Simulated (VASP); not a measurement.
# InSb (F-43m) in VASP: further runs

Runs on InSb. Level: PBEsol. Tasks: relaxation of cell and atoms, single point.

Program: VASP 6.6.1. These are calculated values, not measurements. Logs are shortened: lines on timing, memory, paths and dates and some standing lists are left out, and cuts for length are marked.

**What was measured.**

“Electronic Structure and Epitaxy of CdTe Shells on InSb Nanowires”, 2021, arxiv:2111.05126 quotes, for a bulk crystal of InSb: band gap 0.24 eV.

How close the calculation comes is told below.

### 1 The cell of the first run

The structure is cubic, space group F-43m (No. 216). The conventional cell has a = 6.520 Å, b = 6.520 Å, c = 6.520 Å, α = 90.00°, β = 90.00°, γ = 90.00°. Within 3.7 Å of In (site symmetry -43m) lie 4 Sb at 2.82 Å. Sb (site symmetry -43m) has 4 In at 2.82 Å within 3.7 Å.

### 2 Relaxation of cell and atoms, PBEsol, target pressure 40 GPa, at which the enthalpy is minimised

The input, INCAR:

```
ALGO = Normal
EDIFF = 1E-7
EDIFFG = -0.001
ENCUT = 600
GGA = PS
IBRION = 2
ISIF = 3
ISMEAR = -1
LASPH = T
LCHARG = F
LREAL = F
LWAVE = F
NELM = 80
NSW = 80
PREC = Accurate
PSTRESS = 400.0
SIGMA = 0.15
```

The input, KPOINTS:

```
k-points
0
Gamma
  12 12 12
```

The input, POSCAR:

```
InSb
1.0
    0.0000000000      3.2599290682      3.2599290682
    3.2599290682      0.0000000000      3.2599290682
    3.2599290682      3.2599290682      0.0000000000
In Sb
1 1
Direct
    0.0000000000      0.0000000000      0.0000000000
    0.7500000000      0.7500000000      0.7500000000
```

Potentials or basis: VASP PAW PBE potentials, release 64 (In_d, Sb).

Launch:

```console
$ cat potpaw_PBE.64/In_d/POTCAR potpaw_PBE.64/Sb/POTCAR > POTCAR
$ mpirun -np 1 vasp_std > vasp.out
```

OUTCAR:

```text
EDIFF = 1E-7
   EDIFFG = -0.001
   ENCUT = 600
   GGA = PS
   IBRION = 2
   ISIF = 3
   ISMEAR = -1
   LASPH = T
   LREAL = F
   NELM = 80
   NSW = 80
   PREC = Accurate
   PSTRESS = 400.0

 ion  position               nearest neighbor table
   1  0.000  0.000  0.000-   2 2.82   2 2.82   2 2.82   2 2.82
   2  0.750  0.750  0.750-   1 2.82   1 2.82   1 2.82   1 2.82

  LATTYP: Found a face centered cubic cell.
 ALAT       =     6.5198581364

  Lattice vectors:

 A1 = (   0.0000000000,   3.2599290682,   3.2599290682)
 A2 = (   3.2599290682,   0.0000000000,   3.2599290682)
 A3 = (   3.2599290682,   3.2599290682,   0.0000000000)

Analysis of symmetry for initial positions (statically):
=====================================================================
 Subroutine PRICEL returns:
 Original cell was already a primitive cell.

 Routine SETGRP: Setting up the symmetry group for a
 face centered cubic supercell.

 Subroutine GETGRP returns: Found 24 space group operations
 (whereof 24 operations were pure point group operations)
 out of a pool of 48 trial point group operations.

The static configuration has the point symmetry T_d .

Analysis of symmetry for dynamics (positions and initial velocities):
=====================================================================
 Subroutine PRICEL returns:
 Original cell was already a primitive cell.

 Routine SETGRP: Setting up the symmetry group for a
 face centered cubic supercell.

 Subroutine GETGRP returns: Found 24 space group operations
 (whereof 24 operations were pure point group operations)
 out of a pool of 48 trial point group operations.

The dynamic configuration has the point symmetry T_d .

 Subroutine INISYM returns: Found 24 space group operations
 (whereof 24 operations are pure point group operations),
 and found     1 'primitive' translations

----------------------------------------------------------------------------------------

                                     Primitive cell

  volume of cell :      69.2874

  direct lattice vectors                    reciprocal lattice vectors
     0.000000000  3.259929068  3.259929068    -0.153377570  0.153377570  0.153377570
     3.259929068  0.000000000  3.259929068     0.153377570 -0.153377570  0.153377570
     3.259929068  3.259929068  0.000000000     0.153377570  0.153377570 -0.153377570

  length of vectors
     4.610235901  4.610235901  4.610235901     0.265657745  0.265657745  0.265657745

  position of ions in fractional coordinates (direct lattice)
     0.000000000  0.000000000  0.000000000
     0.750000000  0.750000000  0.750000000

  ion indices of the primitive-cell ions
   primitive index   ion index
                 1           1
                 2           2

----------------------------------------------------------------------------------------

 KPOINTS: k-points

Automatic generation of k-mesh.
 Grid dimensions read from file:
 generate k-points for:   12   12   12

 Generating k-lattice:

  Cartesian coordinates                     Fractional coordinates (reciprocal lattice)
    -0.012781464  0.012781464  0.012781464     0.083333333  0.000000000  0.000000000
     0.012781464 -0.012781464  0.012781464     0.000000000  0.083333333  0.000000000
     0.012781464  0.012781464 -0.012781464     0.000000000  0.000000000  0.083333333

  Length of vectors
     0.022138145  0.022138145  0.022138145

  Shift w.r.t. Gamma in fractional coordinates (k-lattice)
     0.000000000  0.000000000  0.000000000

 Subroutine IBZKPT returns following result:
 ===========================================

 Found     72 irreducible k-points:

 Following reciprocal coordinates:
            Coordinates               Weight
  0.000000  0.000000  0.000000      1.000000
  0.083333  0.000000  0.000000      8.000000
  0.166667  0.000000  0.000000      8.000000
  0.250000  0.000000  0.000000      8.000000
  0.333333  0.000000  0.000000      8.000000
  0.416667  0.000000  0.000000      8.000000
[... 16 lines left out ...]
  0.500000  0.166667  0.000000     24.000000
 -0.416667  0.166667  0.000000     24.000000
 [... further k-points ...]
   k-points           NKPTS =     72   k-points in BZ     NKDIM =     72   number of bands    NBANDS=     13
   number of dos      NEDOS =    301   number of ions     NIONS =      2
   total plane-waves  NPLWV =  64000
   dimension x,y,z NGX =    40 NGY =   40 NGZ =   40
   dimension x,y,z NGXF=    80 NGYF=   80 NGZF=   80
   ions per type =               1   1
   NGX,Y,Z   is equivalent  to a cutoff of  14.42, 14.42, 14.42 a.u.
   NGXF,Y,Z  is equivalent  to a cutoff of  28.85, 28.85, 28.85 a.u.
 SYSTEM =  unknown system
   PREC   = accura    normal or accurate (medium, high low for compatibility)
   ISTART =      0    job   : 0-new  1-cont  2-samecut
   ICHARG =      2    charge: 1-file 2-atom 10-const
   ISPIN  =      1    spin polarized calculation?
   LNONCOLLINEAR =      F non collinear calculations
   LSORBIT =      F    spin-orbit coupling
   LASPH  =      T    aspherical Exc in radial PAW
   ENCUT  =  600.0 eV  44.10 Ry    6.64 a.u.   9.21  9.21  9.21*2*pi/ulx,y,z
   NELM   =     80;   NELMIN=  2; NELMDL= -5     # of ELM steps
   EDIFF  = 0.1E-06   stopping-criterion for ELM
   LREAL  =      F    real-space projection
   EDIFFG = -.1E-02   stopping-criterion for IOM
   NSW    =     80    number of steps for IOM
   IBRION =      2    ionic relax: 0-MD 1-quasi-New 2-CG
   NFREE  =      1    steps in history (QN), initial steepest desc. (CG)
   ISIF   =      3    stress and relaxation
   ISYM   =      2    0-nonsym 1-usesym 2-fastsym
   POTIM  = 0.5000    time-step for ionic-motion
   TEBEG  =    0.0;   TEEND  =   0.0 temperature during run
   PSTRESS=  400.0 pullay stress
   NELECT =      18.0000    total number of electrons
   NUPDOWN=      -1.0000    fix difference up-down
   EMIN   =  10.00;   EMAX   =-10.00  energy-range for DOS
   EFERMI =   0.00;   METHOD = LEGACY
   ISMEAR =    -1;   SIGMA  =   0.15  broadening in eV -4-tet -1-fermi 0-gaus
   EFERMI_NEDOS =   21; number of points for ismear=-14 and -15
   IALGO  =     38    algorithm
   IMIX   =      4    mixing-type and parameters
     AMIX     =   0.40;   BMIX     =  1.00
     AMIX_MAG =   1.60;   BMIX_MAG =  1.00
  volume/ion in A,a.u.               =      34.64       233.79
  Fermi-wavevector in a.u.,A,eV,Ry     =   1.044594  1.973996 14.846359  1.091177
  Thomas-Fermi vector in A             =   2.179353
   LORBIT       =      0    0 simple, 1 ext, 2 COOP (PROOUT), +10 PAW based schemes
   GGA     = PS    functional components
   LHFCALC =     F    Hartree Fock is set to
   AEXX    =    0.0000 exact exchange contribution
   IVDW    =     0    specifies the selected vdW correction
   LEPSILON=     F    determine dielectric tensor
   LRPA    =     F    only Hartree local field effects (RPA)
 conjugate gradient relaxation of ions
 non-spin polarized calculation
  energy-cutoff  :      600.00
  volume of cell :       69.29
 maximum number of plane-waves:      2334
 NGX is ok and might be reduce to    40
   NGX = 19   NGY = 19   NGZ = 19

--------------------------------------- Ionic step        1  -------------------------------------------

 number of electron      17.9999999 magnetization

 Free energy of the ion-electron system (eV)
  ---------------------------------------------------
  ext. energy  EPLUGINS =         0.00000000
  ---------------------------------------------------
  free energy    TOTEN  =        -7.70305457 eV

  energy without entropy =       -7.69600539  energy(sigma->0) =       -7.69952998

------------------------ aborting loop because EDIFF is reached ----------------------------------------

  FORCE on cell =-STRESS in cart. coord.  units (eV):
  Direction    XX          YY          ZZ          XY          YZ          ZX
  --------------------------------------------------------------------------------------
  -------------------------------------------------------------------------------------
  Total        0.0189304      0.0189304      0.0189304     -0.0000000      0.0000000      0.0000000
  in kB        0.4377391      0.4377391      0.4377391     -0.0000000      0.0000000      0.0000000
  external PRESSURE =    -399.5622609 kB  Pullay stress =     400.0000000 kB

 VOLUME and BASIS-vectors are now :
 -----------------------------------------------------------------------------
  energy-cutoff  :      600.00
  volume of cell :       69.29
      direct lattice vectors                 reciprocal lattice vectors
     0.000000000  3.259929068  3.259929068    -0.153377570  0.153377570  0.153377570
     3.259929068  0.000000000  3.259929068     0.153377570 -0.153377570  0.153377570
     3.259929068  3.259929068  0.000000000     0.153377570  0.153377570 -0.153377570
[... 1060 lines left out ...]
  FREE ENERGIE OF THE ION-ELECTRON SYSTEM (eV)
  ---------------------------------------------------
  free  energy   TOTEN  =        -5.9461592234 eV

  energy  without entropy=       -5.9405439411  energy(sigma->0) =       -5.94335158

  enthalpy is  TOTEN    =         6.0488684010 eV   P V=       11.9950276244

--------------------------------------- Ionic step        9  -------------------------------------------

 number of electron      18.0000000 magnetization

 Free energy of the ion-electron system (eV)
  ---------------------------------------------------
  ext. energy  EPLUGINS =         0.00000000
  ---------------------------------------------------
  free energy    TOTEN  =        -5.79088683 eV

  energy without entropy =       -5.78490413  energy(sigma->0) =       -5.78789548

 E-fermi :   9.8618     XC(G=0): -10.5044

 val. band max:        9.7479968255   @ k =   0.0000   0.0000   0.0000
 cond. band min:      10.1008476483   @ k =   0.4167   0.4167   0.0000
 fundamental gap:      0.3528508228
 Fermi energy:         9.8617871160

 k-point     1 :       0.0000    0.0000    0.0000
  band No.  band energies     occupation
      1      -6.2330      2.00000
      2      -6.2330      2.00000
      3      -6.2330      2.00000
      4      -5.9821      2.00000
      5      -5.9821      2.00000
      6      -4.0319      2.00000
      7       9.7480      1.36210
      8       9.7480      1.36210
      9       9.7480      1.36210
     10      11.6166      0.00002
     11      12.4193      0.00000
     12      12.4193      0.00000
     13      12.4193      0.00000
[... 390 lines left out ...]
 POSITION                                       TOTAL-FORCE (eV/Angst)
 -----------------------------------------------------------------------------------
      0.00000      0.00000      0.00000        -0.000000     -0.000000     -0.000000
      4.30871      4.30871      4.30871         0.000000      0.000000      0.000000
 -----------------------------------------------------------------------------------
    total drift:                               -0.000000     -0.000000     -0.000000

  FREE ENERGIE OF THE ION-ELECTRON SYSTEM (eV)
  ---------------------------------------------------
  free  energy   TOTEN  =        -5.7908868340 eV

  energy  without entropy=       -5.7849041290  energy(sigma->0) =       -5.78789548

  enthalpy is  TOTEN    =         6.0435790404 eV   P V=       11.8344658744

 reached required accuracy - stopping structural energy minimisation
```

Wall time 4.7 min (1 thread of Intel Xeon Platinum 8559C (Emerald Rapids), shared host); peak memory 0.33 GiB.

Results:

- Free energy: -5.7909 eV
- Relaxed volume: 23.70 Å³/atom
- Relaxed cell: a = 4.062 Å, b = 4.062 Å, c = 4.062 Å, α = 60.00°, β = 60.00°, γ = 60.00°
- Space group after relaxing (to 0.05 Å): F-43m (No. 216)
- Energy change on relaxing (the enthalpy is what falls): +956.1 meV/atom
- Ionic steps: 9
- Pressure after relaxing: 40.0 GPa
- Band gap on the k mesh: 0.35 eV, indirect (least direct gap 1.87 eV)

Step by step:
```
step  energy change (eV)  largest force (eV/Å)  pressure (GPa)  volume (Å³)
   1              0.0000                0.0000            0.04        69.29
   2            100.9007                0.0000         2208.67        13.74
   3              0.3394                0.0000           11.49        58.14
   4              0.6505                0.0000           17.86        54.70
   5              2.1821                0.0000           44.49        46.38
   6              1.8776                0.0000           39.42        47.54
   7              1.9731                0.0000           41.02        47.16
   8              1.7569                0.0000           37.40        48.05
   9              1.9122                0.0000           40.00        47.40
```

Final structure:
```
In Sb
1.0
     0.00000    2.87248    2.87248
     2.87248    0.00000    2.87248
     2.87248    2.87248    0.00000
In Sb
1 1
Direct
  0.00000 0.00000 0.00000
  0.75000 0.75000 0.75000
```

Levels at points of the mesh, in eV from the valence-band top:
| k point | band 5 | band 6 | band 7 | band 8 | band 9 | band 10 | band 11 | band 12 | band 13 |
| --- | --- | --- | --- | --- | --- | --- | --- | --- | --- |
| (0.00, 0.00, 0.00) | -15.73 | -13.78 | 0.00 | 0.00 | 0.00 | 1.87 | 2.67 | 2.67 | 2.67 |
| (0.50, 0.00, 0.00) | -15.73 | -11.21 | -8.00 | -1.76 | -1.76 | 1.18 | 3.60 | 3.60 | 5.26 |
| (0.50, 0.50, 0.00) | -15.71 | -10.09 | -7.98 | -3.86 | -3.86 | 0.38 | 0.69 | 10.27 | 10.27 |

Caveat: the cell is relaxed towards a set pressure, so the enthalpy falls and the energy may rise; the volume moved by over 15 % at a fixed basis, so the end points are rough; the PAW data sets were made with another functional, which shifts forces and pressure a little; spin-orbit coupling is left out, which moves the levels of the heavy elements.

### 3 Single point, PBEsol

This run uses another cell than the first one, of 33.98 Å³/atom, 0.981 times its volume.

The input, INCAR:

```
SYSTEM = InSb
PREC     = Accurate       ! precision mode
ENCUT    = 500            ! plane-wave cutoff, eV
EDIFF    = 1E-6           ! SCF threshold, eV
ISMEAR   = 0              ! smearing method
SIGMA    = 0.1            ! smearing width, eV
LREAL    = .FALSE.        ! projectors in reciprocal space
LASPH    = .TRUE.         ! aspherical terms in the spheres
NELM     = 120            ! most SCF steps
ALGO     = Normal         ! electronic algorithm
ISIF     = 2              ! what is computed and relaxed
LWAVE    = .FALSE.        ! write WAVECAR
LCHARG   = .FALSE.        ! write CHGCAR
GGA      = PS             ! functional
NBANDS   = 16             ! bands
GGA_COMPAT= .FALSE.
```

The input, KPOINTS:

```
Automatic mesh
0
G
  6 6 6
  0 0 0
```

The input, POSCAR:

```
InSb
1.0
    0.0000000000      3.2391000000      3.2391000000
    3.2391000000      0.0000000000      3.2391000000
    3.2391000000      3.2391000000      0.0000000000
In Sb
1 1
Direct
    0.0000000000      0.0000000000      0.0000000000
    0.7500000000      0.7500000000      0.7500000000
```

Potentials or basis: VASP PAW PBE potentials, release 64 (In_d, Sb).

Launch:

```console
$ cat potpaw_PBE.64/In_d/POTCAR potpaw_PBE.64/Sb/POTCAR > POTCAR
$ mpirun -np 1 vasp_std > vasp.out
```

It took 8.9 s on 1 thread of Intel Xeon 6975P-C (Granite Rapids), shared host; peak memory 0.2 GiB.

Results (log left out):

```yaml
Free_energy: -7.6734 eV
Pressure: 0.9 GPa
Band_gap_on_the_k_mesh: zero (filled and empty bands touch)
```

Levels at points of the mesh, in eV from the Fermi level:
| k point | band 7 | band 8 | band 9 | band 10 | band 11 | band 12 |
| --- | --- | --- | --- | --- | --- | --- |
| (0.00, 0.00, 0.00) | -0.29 | -0.03 | -0.03 | -0.03 | 2.90 | 2.90 |
| (0.50, 0.00, 0.00) | -5.69 | -1.05 | -1.05 | 0.44 | 3.74 | 3.74 |
| (0.50, 0.50, 0.00) | -5.99 | -2.31 | -2.31 | 1.22 | 1.23 | 8.09 |

Caveat: the PAW data sets were made with another functional, which shifts forces and pressure a little; spin-orbit coupling is left out, which moves the levels of the heavy elements.

### 4 How close it comes

Step 3. Measured gap of InSb: 0.24 eV (quoted in “Electronic Structure and Epitaxy of CdTe Shells on InSb Nanowires”, 2021, arxiv:2111.05126). This calculation gives 0.00 eV (-0.24 eV). Spin-orbit coupling on In, Sb is left out. The value is that of PBEsol on a finite k mesh, which can miss the band edges, without temperature or zero-point motion. Semilocal functionals fall short of measured gaps as a rule.
